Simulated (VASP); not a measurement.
A run of VASP 6.6.1 is set up as follows.

Contents of INCAR:

```
PREC     = Accurate       # precision mode
ENCUT    = 520            # plane-wave cutoff, eV
EDIFF    = 1E-6           # SCF threshold, eV
ISMEAR   = 0              # smearing method
SIGMA    = 0.1            # smearing width, eV
LREAL    = False          # projectors in reciprocal space
LASPH    = True           # aspherical terms in the spheres
NELM     = 80             # most SCF steps
ALGO     = Fast           # electronic algorithm
ISIF     = 2              # what is computed and relaxed
LWAVE    = False          # write WAVECAR
LCHARG   = False          # write CHGCAR
GGA      = PE             # functional
NBANDS   = 35             # bands
```

The input KPOINTS:

```
Automatic mesh
0
Gamma
  6 6 2
```

POSCAR

```
TiW3
1.0
    2.7986617981     -0.0000000030      0.0000000000
   -1.3993308964      2.4237122153      0.0000000000
    0.0000000000      0.0000000000      9.7853980416
Ti W
1 3
Direct
    0.3333333333      0.6666666667      0.0000000000
    0.3333333333      0.6666666667      0.5000000000
    0.6666666667      0.3333333333      0.2491343567
    0.6666666667      0.3333333333      0.7508656433
```

Potentials or basis: VASP PAW PBE potentials, release 64 (Ti_sv, W_sv).

The run is started by

```bash
$ cat potpaw_PBE.64/Ti_sv/POTCAR potpaw_PBE.64/W_sv/POTCAR > POTCAR
$ mpirun -np 1 vasp_std > vasp.out
```

What does it give for the largest force?

0.032 eV/Å.

What does it give for the band gap on the k mesh?

Zero (bands 27 and 28 overlap by 1.02 eV).

Forces on the atoms (eV/Å):
```
Ti   0.000  0.000  0.000
W    0.000  0.000  0.000
W    0.000  0.000 -0.032
W    0.000  0.000  0.032
```

Caveat: the k points lie up to 0.43 Å⁻¹ apart, too coarse for converged energies and pressures of a metal; spin-orbit coupling is left out, which moves the levels of the heavy elements.
